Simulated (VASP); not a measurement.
# SiMo3 (P4_2mc) in VASP: further runs

The runs below take SiMo3 through single point, with PBEsol.

Everything below comes from runs of VASP 6.6.1. Logs are shortened: lines on timing, memory, paths and dates and some standing lists are left out, and cuts for length are marked.

**1. The cell of the first run**

It takes space group P4_2mc (No. 105, tetragonal). The conventional cell has a = 4.862 Å, b = 4.862 Å, c = 4.862 Å, α = 90.00°, β = 90.00°, γ = 90.00°. Within 3.4 Å of Si (site symmetry 2mm) lie 12 Mo at 2.57 to 2.91 Å. Within 3.2 Å of Mo (site symmetry m) lie 10 Mo at 2.43 to 3.18 Å and 4 Si at 2.68 to 2.76 Å. Within 3.2 Å of Mo (site symmetry 2mm) lie 10 Mo at 2.43 to 3.18 Å and 4 Si at 2.57 to 2.91 Å.

**2. Single point, PBEsol (atoms displaced along a vibrational mode)**

Contents of INCAR:

```
PREC = Accurate
ENCUT = 520
EDIFF = 1E-6
ISMEAR = 0
SIGMA = 0.15
LREAL = F
LASPH = T
NELM = 80
ALGO = Fast
ISIF = 2
LWAVE = F
LCHARG = T
GGA = PS
LELF = T
LVHAR = T
NBANDS = 56
```

Contents of KPOINTS:

```
regular mesh
0
Gamma
  8 8 8
```

Contents of POSCAR:

```
SiMo3
1.0
    4.8615851677      0.0000000000      0.0000000000
    0.0000000000      4.8615851677      0.0000000000
    0.0000000000      0.0000000000      4.8615851677
Si Mo
2 6
Direct
    0.0000000000     -0.0188730468      0.0000000000
    0.5000000000      0.4811269532      0.5000000000
    0.2500000000     -0.0280920208      0.5000000000
    0.5000000000      0.8117082679      0.0000000000
    0.7500000000     -0.0280920208      0.5000000000
    0.5000000000      0.3117082679      0.0000000000
    0.0000000000      0.4719079792      0.7500000000
    0.0000000000      0.4719079792      0.2500000000
```

Potentials or basis: VASP PAW PBE potentials, release 64 (Si, Mo_sv).

On the command line:

```sh
$ cat potpaw_PBE.64/Si/POTCAR potpaw_PBE.64/Mo_sv/POTCAR > POTCAR
$ mpirun -np 1 vasp_std > vasp.out
```

OUTCAR:

```text
PREC = Accurate
   ENCUT = 520
   EDIFF = 1E-6
   ISMEAR = 0
   LREAL = F
   LASPH = T
   NELM = 80
   ISIF = 2
   GGA = PS

 ion  position               nearest neighbor table
   1  0.000  0.981  0.000-   4 2.57   4 2.57   8 2.68   7 2.68   5 2.72   3 2.72   5 2.72   3 2.72
                             8 2.76   7 2.76   6 2.91   6 2.91
   2  0.500  0.481  0.500-   6 2.57   6 2.57   3 2.68   5 2.68   8 2.72   7 2.72   7 2.72   8 2.72
                             3 2.76   5 2.76   4 2.91   4 2.91
   3  0.250  0.972  0.500-   5 2.43   5 2.43   2 2.68   1 2.72   1 2.72   2 2.76   4 2.83   4 2.83
                             8 2.98   7 2.98   8 2.98   7 2.98   6 3.18   6 3.18
   4  0.500  0.812  0.000-   6 2.43   6 2.43   1 2.57   1 2.57   3 2.83   5 2.83   5 2.83   3 2.83
                             2 2.91   2 2.91   8 3.18   7 3.18   7 3.18   8 3.18
   5  0.750  0.972  0.500-   3 2.43   3 2.43   2 2.68   1 2.72   1 2.72   2 2.76   4 2.83   4 2.83
                             8 2.98   7 2.98   8 2.98   7 2.98   6 3.18   6 3.18
   6  0.500  0.312  0.000-   4 2.43   4 2.43   2 2.57   2 2.57   7 2.83   8 2.83   7 2.83   8 2.83
                             1 2.91   1 2.91   5 3.18   3 3.18   3 3.18   5 3.18
   7  0.000  0.472  0.750-   8 2.43   8 2.43   1 2.68   2 2.72   2 2.72   1 2.76   6 2.83   6 2.83
                             3 2.98   5 2.98   5 2.98   3 2.98   4 3.18   4 3.18
   8  0.000  0.472  0.250-   7 2.43   7 2.43   1 2.68   2 2.72   2 2.72   1 2.76   6 2.83   6 2.83
                             3 2.98   5 2.98   5 2.98   3 2.98   4 3.18   4 3.18

  LATTYP: Found a simple cubic cell.
 ALAT       =     4.8615851677

  Lattice vectors:

 A1 = (   4.8615851677,   0.0000000000,   0.0000000000)
 A2 = (   0.0000000000,   4.8615851677,   0.0000000000)
 A3 = (   0.0000000000,   0.0000000000,   4.8615851677)

Analysis of symmetry for initial positions (statically):
=====================================================================
 Subroutine PRICEL returns:
 Original cell was already a primitive cell.

 Routine SETGRP: Setting up the symmetry group for a
 simple cubic supercell.

 Subroutine GETGRP returns: Found  8 space group operations
 (whereof  4 operations were pure point group operations)
 out of a pool of 48 trial point group operations.

The static configuration has the point symmetry C_2v.
 The point group associated with its full space group is C_4v.

Analysis of symmetry for dynamics (positions and initial velocities):
=====================================================================
 Subroutine PRICEL returns:
 Original cell was already a primitive cell.

 Routine SETGRP: Setting up the symmetry group for a
 simple cubic supercell.

 Subroutine GETGRP returns: Found  8 space group operations
 (whereof  4 operations were pure point group operations)
 out of a pool of 48 trial point group operations.

The dynamic configuration has the point symmetry C_2v.
 The point group associated with its full space group is C_4v.

 Subroutine INISYM returns: Found  8 space group operations
 (whereof  4 operations are pure point group operations),
 and found     1 'primitive' translations

----------------------------------------------------------------------------------------

                                     Primitive cell

  volume of cell :     114.9036

  direct lattice vectors                    reciprocal lattice vectors
     4.861585168  0.000000000  0.000000000     0.205694226  0.000000000  0.000000000
     0.000000000  4.861585168  0.000000000     0.000000000  0.205694226  0.000000000
     0.000000000  0.000000000  4.861585168     0.000000000  0.000000000  0.205694226

  length of vectors
     4.861585168  4.861585168  4.861585168     0.205694226  0.205694226  0.205694226

  position of ions in fractional coordinates (direct lattice)
     0.000000000  0.981126953  0.000000000
     0.500000000  0.481126953  0.500000000
     0.250000000  0.971907979  0.500000000
     0.500000000  0.811708268  0.000000000
     0.750000000  0.971907979  0.500000000
     0.500000000  0.311708268  0.000000000
     0.000000000  0.471907979  0.750000000
     0.000000000  0.471907979  0.250000000

  ion indices of the primitive-cell ions
   primitive index   ion index
                 1           1
                 2           2
                 3           3
                 4           4
                 5           5
                 6           6
                 7           7
                 8           8

----------------------------------------------------------------------------------------

 KPOINTS: regular mesh

Automatic generation of k-mesh.
 Grid dimensions read from file:
 generate k-points for:    8    8    8

 Generating k-lattice:

  Cartesian coordinates                     Fractional coordinates (reciprocal lattice)
     0.025711778  0.000000000  0.000000000     0.125000000  0.000000000  0.000000000
     0.000000000  0.025711778  0.000000000     0.000000000  0.125000000  0.000000000
     0.000000000  0.000000000  0.025711778     0.000000000  0.000000000  0.125000000

  Length of vectors
     0.025711778  0.025711778  0.025711778

  Shift w.r.t. Gamma in fractional coordinates (k-lattice)
     0.000000000  0.000000000  0.000000000

 Subroutine IBZKPT returns following result:
 ===========================================

 Found     75 irreducible k-points:

 Following reciprocal coordinates:
            Coordinates               Weight
  0.000000  0.000000  0.000000      1.000000
  0.125000  0.000000  0.000000      4.000000
  0.000000  0.125000  0.000000      2.000000
  0.250000  0.000000  0.000000      4.000000
  0.000000  0.250000  0.000000      2.000000
  0.375000  0.000000  0.000000      4.000000
[... 16 lines left out ...]
  0.375000  0.250000  0.000000      8.000000
  0.000000  0.375000  0.250000      8.000000
 [... further k-points ...]
   k-points           NKPTS =     75   k-points in BZ     NKDIM =     75   number of bands    NBANDS=     56
   number of dos      NEDOS =    301   number of ions     NIONS =      8
   total plane-waves  NPLWV =  46656
   dimension x,y,z NGX =    36 NGY =   36 NGZ =   36
   dimension x,y,z NGXF=    72 NGYF=   72 NGZF=   72
   ions per type =               2   6
   NGX,Y,Z   is equivalent  to a cutoff of  12.31, 12.31, 12.31 a.u.
   NGXF,Y,Z  is equivalent  to a cutoff of  24.62, 24.62, 24.62 a.u.
 SYSTEM =  unknown system
   PREC   = accura    normal or accurate (medium, high low for compatibility)
   ISTART =      0    job   : 0-new  1-cont  2-samecut
   ICHARG =      2    charge: 1-file 2-atom 10-const
   ISPIN  =      1    spin polarized calculation?
   LNONCOLLINEAR =      F non collinear calculations
   LSORBIT =      F    spin-orbit coupling
   LASPH  =      T    aspherical Exc in radial PAW
   ENCUT  =  520.0 eV  38.22 Ry    6.18 a.u.   9.04  9.04  9.04*2*pi/ulx,y,z
   NELM   =     80;   NELMIN=  2; NELMDL= -5     # of ELM steps
   EDIFF  = 0.1E-05   stopping-criterion for ELM
   LREAL  =      F    real-space projection
   EDIFFG = 0.1E-04   stopping-criterion for IOM
   NSW    =      0    number of steps for IOM
   IBRION =     -1    ionic relax: 0-MD 1-quasi-New 2-CG
   NFREE  =      0    steps in history (QN), initial steepest desc. (CG)
   ISIF   =      2    stress and relaxation
   ISYM   =      2    0-nonsym 1-usesym 2-fastsym
   POTIM  = 0.5000    time-step for ionic-motion
   TEBEG  =    0.0;   TEEND  =   0.0 temperature during run
   PSTRESS=    0.0 pullay stress
   NELECT =      92.0000    total number of electrons
   NUPDOWN=      -1.0000    fix difference up-down
   EMIN   =  10.00;   EMAX   =-10.00  energy-range for DOS
   EFERMI =   0.00;   METHOD = LEGACY
   ISMEAR =     0;   SIGMA  =   0.15  broadening in eV -4-tet -1-fermi 0-gaus
   EFERMI_NEDOS =   21; number of points for ismear=-14 and -15
   IALGO  =     68    algorithm
   IMIX   =      4    mixing-type and parameters
     AMIX     =   0.40;   BMIX     =  1.00
     AMIX_MAG =   1.60;   BMIX_MAG =  1.00
  volume/ion in A,a.u.               =      14.36        96.93
  Fermi-wavevector in a.u.,A,eV,Ry     =   1.520173  2.872710 31.442036  2.310924
  Thomas-Fermi vector in A             =   2.629059
   LORBIT       =      0    0 simple, 1 ext, 2 COOP (PROOUT), +10 PAW based schemes
   GGA     = PS    functional components
   LHFCALC =     F    Hartree Fock is set to
   AEXX    =    0.0000 exact exchange contribution
   IVDW    =     0    specifies the selected vdW correction
   LEPSILON=     F    determine dielectric tensor
   LRPA    =     F    only Hartree local field effects (RPA)
 non-spin polarized calculation
 RMM-DIIS sequential band-by-band and
 Gauss-broadening in eV      SIGMA  =   0.15
  energy-cutoff  :      520.00
  volume of cell :      114.90
 maximum number of plane-waves:      3136
   NGX = 19   NGY = 19   NGZ = 19

 number of electron      91.9999999 magnetization

 Free energy of the ion-electron system (eV)
  ---------------------------------------------------
  ext. energy  EPLUGINS =         0.00000000
  ---------------------------------------------------
  free energy    TOTEN  =       -84.07102645 eV

  energy without entropy =      -84.02097322  energy(sigma->0) =      -84.04599983

 E-fermi :  12.8099     XC(G=0): -13.3107

 val. band max:       12.8052551914   @ k =   0.3750   0.3750   0.2500
 cond. band min:      12.8179100433   @ k =   0.3750   0.3750   0.0000
 fundamental gap:      0.0126548520
 Fermi energy:        12.8099348852

 k-point     1 :       0.0000    0.0000    0.0000
  band No.  band energies     occupation
      1     -48.2523      2.00000
      2     -48.1289      2.00000
      3     -48.1047      2.00000
      4     -47.7716      2.00000
      5     -47.7716      2.00000
      6     -47.7496      2.00000
[... 1405 lines left out ...]
     55      15.6066      0.00000
     56      15.6342      0.00000

 [... further k-points ...]

------------------------ aborting loop because EDIFF is reached ----------------------------------------

  FORCE on cell =-STRESS in cart. coord.  units (eV):
  Direction    XX          YY          ZZ          XY          YZ          ZX
  --------------------------------------------------------------------------------------
  -------------------------------------------------------------------------------------
  Total        3.4030018      1.7374275      3.4030018      0.0000000      0.0000000      0.0000000
  in kB       47.4503117     24.2261043     47.4503117      0.0000000      0.0000000      0.0000000
  external PRESSURE =      39.7089092 kB  Pullay stress =       0.0000000 kB

 VOLUME and BASIS-vectors are now :
 -----------------------------------------------------------------------------
  energy-cutoff  :      520.00
  volume of cell :      114.90
      direct lattice vectors                 reciprocal lattice vectors
     4.861585168  0.000000000  0.000000000     0.205694226  0.000000000  0.000000000
     0.000000000  4.861585168  0.000000000     0.000000000  0.205694226  0.000000000
     0.000000000  0.000000000  4.861585168     0.000000000  0.000000000  0.205694226

 POSITION                                       TOTAL-FORCE (eV/Angst)
 -----------------------------------------------------------------------------------
      0.00000      4.76983      0.00000         0.000000      0.222721      0.000000
      2.43079      2.33904      2.43079         0.000000      0.222721      0.000000
      1.21540      4.72501      2.43079        -0.073034      1.152961      0.000000
      2.43079      3.94619      0.00000         0.000000     -2.528643      0.000000
      3.64619      4.72501      2.43079         0.073034      1.152961      0.000000
      2.43079      1.51540      0.00000         0.000000     -2.528643      0.000000
      0.00000      2.29422      3.64619         0.000000      1.152961     -0.073034
      0.00000      2.29422      1.21540         0.000000      1.152961      0.073034
 -----------------------------------------------------------------------------------
    total drift:                                0.000000     -0.000098     -0.000000

  FREE ENERGIE OF THE ION-ELECTRON SYSTEM (eV)
  ---------------------------------------------------
  free  energy   TOTEN  =       -84.0710264468 eV

  energy  without entropy=      -84.0209732168  energy(sigma->0) =      -84.04599983
```

Run time: 6.3 min. Hardware: 1 thread of Intel Xeon Platinum 8259CL at 2.50GHz (Skylake/Cascade Lake), shared host; peak memory 0.44 GiB.

Results:

```yaml
Free_energy: -84.0710 eV
Pressure: 4.0 GPa
Largest_force: 2.529 eV/Å
Band_gap_on_the_k_mesh: zero (bands 46 and 47 overlap by 2.17 eV)
```

Forces in eV/Å, atoms in the order of the input:
```
Si   0.000  0.223  0.000
Si   0.000  0.223  0.000
Mo  -0.073  1.153  0.000
Mo   0.000 -2.529  0.000
Mo   0.073  1.153  0.000
Mo   0.000 -2.529  0.000
Mo   0.000  1.153 -0.073
Mo   0.000  1.153  0.073
```

Stress tensor (GPa, compression positive):
```
4.75 0.00 0.00
0.00 2.42 0.00
0.00 0.00 4.75
```

Levels at points of the mesh, in eV from the Fermi level:
| k point | band 42 | band 43 | band 44 | band 45 | band 46 | band 47 | band 48 | band 49 | band 50 | band 51 |
| --- | --- | --- | --- | --- | --- | --- | --- | --- | --- | --- |
| (0.00, 0.00, 0.00) | -1.76 | -1.76 | -1.60 | 0.38 | 1.13 | 1.13 | 1.68 | 2.38 | 2.60 | 2.82 |
| (0.50, 0.00, 0.00) | -1.91 | -1.82 | -1.64 | 0.27 | 0.32 | 0.47 | 0.75 | 1.46 | 1.81 | 2.06 |
| (0.00, 0.50, 0.00) | -1.87 | -1.65 | -1.65 | 0.23 | 0.23 | 0.81 | 0.81 | 1.35 | 1.35 | 1.64 |
| (0.50, 0.50, 0.00) | -1.09 | -0.99 | -0.86 | -0.76 | -0.48 | -0.27 | -0.20 | -0.09 | 0.33 | 0.87 |
| (0.50, 0.00, 0.50) | -1.12 | -1.12 | -1.03 | -0.80 | -0.77 | -0.77 | 0.31 | 0.52 | 0.67 | 0.95 |
| (0.50, 0.50, 0.50) | -1.31 | -1.20 | -1.20 | -1.06 | -1.06 | -1.05 | -1.05 | 1.35 | 1.35 | 1.37 |

Caveat: the cell differs from its parent crystal (atoms displaced along a vibrational mode); the cell stands under pressure; the PAW data sets were made with another functional, which shifts forces and pressure a little.

(Continued in part 2 of 2.)
